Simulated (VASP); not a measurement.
Crystal: W.

```
W
1.0
     0.00000    2.05671    2.05671
     2.05671    0.00000    2.05671
     2.05671    2.05671    0.00000
W
1
Direct
  0.00000 0.00000 0.00000
```

This cell differs from its parent crystal: volume scaled by 1.04.

Base run:

| Item | Value |
| --- | --- |
| Program | VASP 6.6.1 |
| Functional | PBE |
| Potentials or basis | VASP PAW PBE potentials, release 64 (W_sv) |
| Cutoff | 520 eV |
| k mesh | 11 × 11 × 11 |
| Occupations | fermi-dirac, width 0.05 eV |
| Spin | no spin polarisation |

Its results: band gap on the k mesh zero (band 7 reaches 12.08 eV, above the bottom of band 8 at 9.22 eV); pressure -14.3 GPa.

Q: The run is repeated on the same cell with these changes: functional from PBE to r2SCAN. What comes out?

A: Band gap on the k mesh zero (band 7 reaches 11.89 eV, above the bottom of band 8 at 9.04 eV); pressure -17.9 GPa.

Caveats: spin-orbit coupling is left out, which moves the levels of the heavy elements; the PAW data sets were made with another functional, which shifts forces and pressure a little (some runs).
